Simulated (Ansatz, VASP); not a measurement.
## One calculation of CoBr, two programs

```
Co Br
1.0
     3.83534    0.00000    0.00000
    -1.91767    3.32150    0.00000
     0.00000    0.00000    4.54324
Co Br
1 1
Direct
  0.00000 0.00000 0.00000
  0.00000 0.00000 0.50000
```

Alike in both runs: functional RPBE; k mesh 9 × 9 × 6; collinear spin.

Ansatz relaxed the structure, and its values are those at the end. VASP's run is a single point on that final structure, the one shown.

|  | VASP | Ansatz |
| --- | --- | --- |
| version | VASP 6.6.1 | Ansatz 0.2.0 |
| potentials or method | VASP PAW PBE potentials, release 64 (Co, Br) | plane waves, PAW |
| plane-wave cutoff (eV) | 520 | 420 |
| occupations | fermi-dirac, width 0.1 eV | fermi-dirac |
| valence electrons in the cell | 16 | 24 |

VASP gave:

* pressure (GPa): 0.1
* net moment per atom (μB): 1.01
* size of the moment on the site where the two differ most (μB): 1.95

What did Ansatz give for the same quantities?

Pressure (GPa): 0.0; net moment per atom (μB): 1.02; size of the moment on the site where the two differ most (μB): 1.91.

VASP's potentials were made for PBE, not for RPBE. Site moments also hang on the region over which each program counts them. VASP's potentials hold 16 valence electrons a cell and Ansatz's 24, so a difference there can come from the potentials and not from the codes.
